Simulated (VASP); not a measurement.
# La4TaO (F-43m) in VASP: further runs

The runs below take La4TaO through single point, relaxation of cell and atoms, with PBE.

All numbers are computed with VASP 6.6.1; they aren't measurements. Logs are shortened: lines on timing, memory, paths and dates and some standing lists are left out, and cuts for length are marked.

**1. The cell of the first run**

It takes space group F-43m (No. 216, cubic). The conventional cell has a = 8.139 Å, b = 8.139 Å, c = 8.139 Å, α = 90.00°, β = 90.00°, γ = 90.00°. La (site symmetry 3m) has 6 La at 2.87 to 2.89 Å and 3 Ta at 3.37 Å and 3 O at 3.38 Å within 3.8 Å. Ta (site symmetry -43m) has 12 La at 3.37 Å and 4 O at 3.52 Å within 4.4 Å. O (site symmetry -43m) has 12 La at 3.38 Å and 4 Ta at 3.52 Å within 4.4 Å.

**2. Single point, PBE**

File INCAR:

```
SYSTEM = La4TaO
  PREC = Accurate
  ENCUT = 520
  EDIFF = 1E-6
  ISMEAR = 0
  SIGMA = 0.1
  LREAL = .False.
  LASPH = .True.
  NELM = 100
  ALGO = Normal
  ISIF = 2
  LWAVE = .False.
  LCHARG = .True.
  GGA = PE
  LELF = .True.
  LVHAR = .True.
  NBANDS = 40
```

File KPOINTS:

```
Automatic mesh
0
Gamma
  4 4 4
  0 0 0
```

File POSCAR:

```
La4TaO
1.0
    0.0000000000      4.0695045300      4.0695045300
    4.0695045300      0.0000000000      4.0695045300
    4.0695045300      4.0695045300      0.0000000000
La Ta O
4 1 1
Direct
    0.3753429500      0.3753429500      0.8739711600
    0.8739711600      0.3753429500      0.3753429500
    0.3753429500      0.8739711600      0.3753429500
    0.3753429500      0.3753429500      0.3753429500
    0.7500000000      0.7500000000      0.7500000000
    0.0000000000      0.0000000000      0.0000000000
```

Potentials or basis: VASP PAW PBE potentials, release 64 (La, Ta_pv, O).

Started as:

```
cat potpaw_PBE.64/La/POTCAR potpaw_PBE.64/Ta_pv/POTCAR potpaw_PBE.64/O/POTCAR > POTCAR
mpirun -np 1 vasp_std > vasp.out
```

OUTCAR:

```text
SYSTEM = La4TaO
   PREC = Accurate
   ENCUT = 520
   EDIFF = 1E-6
   ISMEAR = 0
   LREAL = .False.
   LASPH = .True.
   NELM = 100
   ISIF = 2
   GGA = PE

 ion  position               nearest neighbor table
   1  0.375  0.375  0.874-   2 2.87   3 2.87   4 2.87   4 2.89   3 2.89   2 2.89   5 3.37   5 3.37
                             5 3.37
   2  0.874  0.375  0.375-   1 2.87   3 2.87   4 2.87   4 2.89   1 2.89   3 2.89   5 3.37   5 3.37
                             5 3.37
   3  0.375  0.874  0.375-   1 2.87   2 2.87   4 2.87   1 2.89   4 2.89   2 2.89   5 3.37   5 3.37
                             5 3.37
   4  0.375  0.375  0.375-   1 2.87   2 2.87   3 2.87   1 2.89   3 2.89   2 2.89   5 3.37   5 3.37
                             5 3.37
   5  0.750  0.750  0.750-   2 3.37   3 3.37   1 3.37   4 3.37   4 3.37   4 3.37   2 3.37   3 3.37
                             1 3.37   1 3.37   2 3.37   3 3.37
   6  0.000  0.000  0.000-

  LATTYP: Found a face centered cubic cell.
 ALAT       =     8.1390090600

  Lattice vectors:

 A1 = (   0.0000000000,   4.0695045300,   4.0695045300)
 A2 = (   4.0695045300,   0.0000000000,   4.0695045300)
 A3 = (   4.0695045300,   4.0695045300,   0.0000000000)

Analysis of symmetry for initial positions (statically):
=====================================================================
 Subroutine PRICEL returns:
 Original cell was already a primitive cell.

 Routine SETGRP: Setting up the symmetry group for a
 face centered cubic supercell.

 Subroutine GETGRP returns: Found 24 space group operations
 (whereof 24 operations were pure point group operations)
 out of a pool of 48 trial point group operations.

The static configuration has the point symmetry T_d .

Analysis of symmetry for dynamics (positions and initial velocities):
=====================================================================
 Subroutine PRICEL returns:
 Original cell was already a primitive cell.

 Routine SETGRP: Setting up the symmetry group for a
 face centered cubic supercell.

 Subroutine GETGRP returns: Found 24 space group operations
 (whereof 24 operations were pure point group operations)
 out of a pool of 48 trial point group operations.

The dynamic configuration has the point symmetry T_d .

 Subroutine INISYM returns: Found 24 space group operations
 (whereof 24 operations are pure point group operations),
 and found     1 'primitive' translations

----------------------------------------------------------------------------------------

                                     Primitive cell

  volume of cell :     134.7890

  direct lattice vectors                    reciprocal lattice vectors
     0.000000000  4.069504530  4.069504530    -0.122865080  0.122865080  0.122865080
     4.069504530  0.000000000  4.069504530     0.122865080 -0.122865080  0.122865080
     4.069504530  4.069504530  0.000000000     0.122865080  0.122865080 -0.122865080

  length of vectors
     5.755148498  5.755148498  5.755148498     0.212808561  0.212808561  0.212808561

  position of ions in fractional coordinates (direct lattice)
     0.375342950  0.375342950  0.873971160
     0.873971160  0.375342950  0.375342950
     0.375342950  0.873971160  0.375342950
     0.375342950  0.375342950  0.375342950
     0.750000000  0.750000000  0.750000000
     0.000000000  0.000000000  0.000000000

  ion indices of the primitive-cell ions
   primitive index   ion index
                 1           1
                 2           2
                 3           3
                 4           4
                 5           5
                 6           6

----------------------------------------------------------------------------------------

 KPOINTS: Automatic mesh

Automatic generation of k-mesh.
 Grid dimensions read from file:
 generate k-points for:    4    4    4

 Generating k-lattice:

  Cartesian coordinates                     Fractional coordinates (reciprocal lattice)
    -0.030716270  0.030716270  0.030716270     0.250000000  0.000000000  0.000000000
     0.030716270 -0.030716270  0.030716270     0.000000000  0.250000000  0.000000000
     0.030716270  0.030716270 -0.030716270     0.000000000  0.000000000  0.250000000

  Length of vectors
     0.053202140  0.053202140  0.053202140

  Shift w.r.t. Gamma in fractional coordinates (k-lattice)
     0.000000000  0.000000000  0.000000000

 Subroutine IBZKPT returns following result:
 ===========================================

 Found      8 irreducible k-points:

 Following reciprocal coordinates:
            Coordinates               Weight
  0.000000  0.000000  0.000000      1.000000
  0.250000  0.000000  0.000000      8.000000
  0.500000  0.000000  0.000000      4.000000
  0.250000  0.250000  0.000000      6.000000
  0.500000  0.250000  0.000000     24.000000
 -0.250000  0.250000  0.000000     12.000000
  0.500000  0.500000  0.000000      3.000000
 -0.250000  0.500000  0.250000      6.000000
   k-points           NKPTS =      8   k-points in BZ     NKDIM =      8   number of bands    NBANDS=     40
   number of dos      NEDOS =    301   number of ions     NIONS =      6
   total plane-waves  NPLWV = 110592
   dimension x,y,z NGX =    48 NGY =   48 NGZ =   48
   dimension x,y,z NGXF=    96 NGYF=   96 NGZF=   96
   ions per type =               4   1   1
   NGX,Y,Z   is equivalent  to a cutoff of  13.87, 13.87, 13.87 a.u.
   NGXF,Y,Z  is equivalent  to a cutoff of  27.73, 27.73, 27.73 a.u.
 SYSTEM =  La4TaO
   PREC   = accura    normal or accurate (medium, high low for compatibility)
   ISTART =      0    job   : 0-new  1-cont  2-samecut
   ICHARG =      2    charge: 1-file 2-atom 10-const
   ISPIN  =      1    spin polarized calculation?
   LNONCOLLINEAR =      F non collinear calculations
   LSORBIT =      F    spin-orbit coupling
   LASPH  =      T    aspherical Exc in radial PAW
   ENCUT  =  520.0 eV  38.22 Ry    6.18 a.u.  10.70 10.70 10.70*2*pi/ulx,y,z
   NELM   =    100;   NELMIN=  2; NELMDL= -5     # of ELM steps
   EDIFF  = 0.1E-05   stopping-criterion for ELM
   LREAL  =      F    real-space projection
   EDIFFG = 0.1E-04   stopping-criterion for IOM
   NSW    =      0    number of steps for IOM
   IBRION =     -1    ionic relax: 0-MD 1-quasi-New 2-CG
   NFREE  =      0    steps in history (QN), initial steepest desc. (CG)
   ISIF   =      2    stress and relaxation
   ISYM   =      2    0-nonsym 1-usesym 2-fastsym
   POTIM  = 0.5000    time-step for ionic-motion
   TEBEG  =    0.0;   TEEND  =   0.0 temperature during run
   PSTRESS=    0.0 pullay stress
   NELECT =      61.0000    total number of electrons
   NUPDOWN=      -1.0000    fix difference up-down
   EMIN   =  10.00;   EMAX   =-10.00  energy-range for DOS
   EFERMI =   0.00;   METHOD = LEGACY
   ISMEAR =     0;   SIGMA  =   0.10  broadening in eV -4-tet -1-fermi 0-gaus
   EFERMI_NEDOS =   21; number of points for ismear=-14 and -15
   IALGO  =     38    algorithm
   IMIX   =      4    mixing-type and parameters
     AMIX     =   0.40;   BMIX     =  1.00
     AMIX_MAG =   1.60;   BMIX_MAG =  1.00
  volume/ion in A,a.u.               =      22.46       151.60
  Fermi-wavevector in a.u.,A,eV,Ry     =   1.256898  2.375192 21.494370  1.579792
  Thomas-Fermi vector in A             =   2.390583
   LORBIT       =      0    0 simple, 1 ext, 2 COOP (PROOUT), +10 PAW based schemes
   GGA     = PE    functional components
   LHFCALC =     F    Hartree Fock is set to
   AEXX    =    0.0000 exact exchange contribution
   IVDW    =     0    specifies the selected vdW correction
   LEPSILON=     F    determine dielectric tensor
   LRPA    =     F    only Hartree local field effects (RPA)
 non-spin polarized calculation
 Gauss-broadening in eV      SIGMA  =   0.10
  energy-cutoff  :      520.00
  volume of cell :      134.79
 maximum number of plane-waves:      3695
 NGX is ok and might be reduce to    48
   NGX = 21   NGY = 21   NGZ = 21

 number of electron      60.9999996 magnetization

 Free energy of the ion-electron system (eV)
  ---------------------------------------------------
  ext. energy  EPLUGINS =         0.00000000
  ---------------------------------------------------
  free energy    TOTEN  =       -29.38438002 eV

  energy without entropy =      -29.33454724  energy(sigma->0) =      -29.35946363

 E-fermi :   9.7268     XC(G=0): -11.0069

 val. band max:        9.7235622660   @ k =   0.5000   0.5000   0.0000
 cond. band min:       9.7357744756   @ k =   0.5000   0.5000   0.0000
 fundamental gap:      0.0122122097
 Fermi energy:         9.7268285919

 k-point     1 :       0.0000    0.0000    0.0000
  band No.  band energies     occupation
      1     -24.6681      2.00000
      2     -24.6681      2.00000
      3     -24.6681      2.00000
      4     -23.8437      2.00000
      5     -22.0413      2.00000
      6     -22.0413      2.00000
[... 32 lines left out ...]
     39      11.0749      0.00000
     40      11.4845      0.00000

 k-point     2 :       0.2500    0.0000    0.0000
  band No.  band energies     occupation
      1     -24.6761      2.00000
      2     -24.6683      2.00000
      3     -24.6683      2.00000
      4     -23.6825      2.00000
      5     -22.2858      2.00000
      6     -22.0466      2.00000
[... 32 lines left out ...]
     39      11.2743      0.00000
     40      11.6325      0.00000

 k-point     3 :       0.5000    0.0000    0.0000
  band No.  band energies     occupation
      1     -24.6827      2.00000
      2     -24.6684      2.00000
      3     -24.6684      2.00000
      4     -23.4482      2.00000
      5     -22.6007      2.00000
      6     -22.0519      2.00000
[... 32 lines left out ...]
     39      11.5580      0.00000
     40      11.6554      0.00000

 k-point     4 :       0.2500    0.2500    0.0000
  band No.  band energies     occupation
      1     -24.6752      2.00000
      2     -24.6692      2.00000
      3     -24.6692      2.00000
      4     -23.6207      2.00000
      5     -22.3718      2.00000
      6     -22.0504      2.00000
[... 32 lines left out ...]
     39      11.1758      0.00000
     40      11.6920      0.00000

 k-point     5 :       0.5000    0.2500    0.0000
  band No.  band energies     occupation
      1     -24.6792      2.00000
      2     -24.6704      2.00000
      3     -24.6694      2.00000
      4     -23.3387      2.00000
      5     -22.7311      2.00000
      6     -22.0600      2.00000
[... 32 lines left out ...]
     39      11.6060      0.00000
     40      11.8435      0.00000

 k-point     6 :      -0.2500    0.2500    0.0000
  band No.  band energies     occupation
      1     -24.6791      2.00000
      2     -24.6706      2.00000
      3     -24.6684      2.00000
      4     -23.4553      2.00000
      5     -22.5883      2.00000
      6     -22.0589      2.00000
[... 32 lines left out ...]
     39      11.4435      0.00000
     40      11.6043      0.00000

 k-point     7 :       0.5000    0.5000    0.0000
  band No.  band energies     occupation
      1     -24.6779      2.00000
      2     -24.6704      2.00000
      3     -24.6704      2.00000
      4     -23.0540      2.00000
      5     -23.0440      2.00000
      6     -22.0595      2.00000
[... 32 lines left out ...]
     39      11.8348      0.00000
     40      11.8536      0.00000

 k-point     8 :      -0.2500    0.5000    0.2500
  band No.  band energies     occupation
      1     -24.6777      2.00000
      2     -24.6714      2.00000
      3     -24.6706      2.00000
      4     -23.0540      2.00000
      5     -23.0392      2.00000
      6     -22.0637      2.00000
[... 32 lines left out ...]
     39      11.5875      0.00000
     40      11.6251      0.00000

------------------------ aborting loop because EDIFF is reached ----------------------------------------

  FORCE on cell =-STRESS in cart. coord.  units (eV):
  Direction    XX          YY          ZZ          XY          YZ          ZX
  --------------------------------------------------------------------------------------
  -------------------------------------------------------------------------------------
  Total       12.5480617     12.5480617     12.5480617      0.0000000      0.0000000     -0.0000000
  in kB      149.1532165    149.1532165    149.1532165      0.0000000      0.0000000     -0.0000000
  external PRESSURE =     149.1532165 kB  Pullay stress =       0.0000000 kB

 VOLUME and BASIS-vectors are now :
 -----------------------------------------------------------------------------
  energy-cutoff  :      520.00
  volume of cell :      134.79
      direct lattice vectors                 reciprocal lattice vectors
     0.000000000  4.069504530  4.069504530    -0.122865080  0.122865080  0.122865080
     4.069504530  0.000000000  4.069504530     0.122865080 -0.122865080  0.122865080
     4.069504530  4.069504530  0.000000000     0.122865080  0.122865080 -0.122865080

 POSITION                                       TOTAL-FORCE (eV/Angst)
 -----------------------------------------------------------------------------------
      5.08409      5.08409      3.05492        -0.000663     -0.000663      0.000663
      3.05492      5.08409      5.08409         0.000663     -0.000663     -0.000663
      5.08409      3.05492      5.08409        -0.000663      0.000663     -0.000663
      3.05492      3.05492      3.05492         0.000663      0.000663      0.000663
      6.10426      6.10426      6.10426        -0.000000     -0.000000     -0.000000
      0.00000      0.00000      0.00000        -0.000000     -0.000000     -0.000000
 -----------------------------------------------------------------------------------
    total drift:                               -0.000095     -0.000095     -0.000095

  FREE ENERGIE OF THE ION-ELECTRON SYSTEM (eV)
  ---------------------------------------------------
  free  energy   TOTEN  =       -29.3843800158 eV

  energy  without entropy=      -29.3345472411  energy(sigma->0) =      -29.35946363
```

Run time: 2.5 min. Hardware: 1 thread of Intel Xeon 6975P-C, shared host; peak memory 0.35 GiB.

What came out:

```yaml
Free_energy: -29.3844 eV
Pressure: 14.9 GPa
```

Caveat: spin-orbit coupling is left out, which moves the levels of the heavy elements; an odd number of electrons without spin polarisation forces a metal; a magnetic or distorted state may lie lower.

**3. Single point, PBE**

This run uses another cell than the first one, of 28.25 Å³/atom, 1.258 times its volume.

File INCAR:

```
SYSTEM = La4TaO
ALGO = Normal
EDIFF = 1E-6
ENCUT = 520
GGA = PE
ISIF = 2
ISMEAR = 0
LASPH = .TRUE.
LCHARG = .FALSE.
LREAL = .FALSE.
LWAVE = .FALSE.
NBANDS = 40
NELM = 100
PREC = Accurate
SIGMA = 0.1
```

File KPOINTS:

```
k-points
0
G
  4 4 4
  0 0 0
```

File POSCAR:

```
La4TaO
1.0
    0.0000000000      4.3927228156      4.3927228156
    4.3927228156      0.0000000000      4.3927228156
    4.3927228156      4.3927228156      0.0000000000
La Ta O
4 1 1
Direct
    0.3760938352      0.3760938352      0.8717184945
    0.8717184945      0.3760938352      0.3760938352
    0.3760938352      0.8717184945      0.3760938352
    0.3760938352      0.3760938352      0.3760938352
    0.7500000000      0.7500000000      0.7500000000
    0.0000000000      0.0000000000      0.0000000000
```

Potentials or basis: VASP PAW PBE potentials, release 64 (La, Ta_pv, O).

Started as:

```
cat potpaw_PBE.64/La/POTCAR potpaw_PBE.64/Ta_pv/POTCAR potpaw_PBE.64/O/POTCAR > POTCAR
mpirun -np 1 vasp_std > vasp.out
```

Run time: 2.4 min. Hardware: 1 thread of Intel Xeon 6975P-C, shared host; peak memory 0.36 GiB.

The run converged. Its results:

```yaml
Free_energy: -30.7234 eV
Pressure: 0.0 GPa
Largest_force: 0.010 eV/Å
```

Forces on the atoms (eV/Å):
```
La  -0.006 -0.006  0.006
La   0.006 -0.006 -0.006
La  -0.006  0.006 -0.006
La   0.006  0.006  0.006
Ta   0.000  0.000  0.000
O    0.000  0.000  0.000
```

Levels at points of the mesh, in eV from the Fermi level:
| k point | band 28 | band 29 | band 30 | band 31 | band 32 | band 33 |
| --- | --- | --- | --- | --- | --- | --- |
| (0.00, 0.00, 0.00) | -1.42 | -0.41 | -0.41 | 0.14 | 0.14 | 0.14 |
| (0.50, 0.00, 0.00) | -0.74 | -0.51 | -0.51 | -0.09 | 0.21 | 0.21 |
| (0.50, 0.50, 0.00) | -0.58 | -0.58 | -0.50 | 0.01 | 0.37 | 0.37 |

Caveat: spin-orbit coupling is left out, which moves the levels of the heavy elements; an odd number of electrons without spin polarisation forces a metal; a magnetic or distorted state may lie lower.

[end of part 1 of 2]
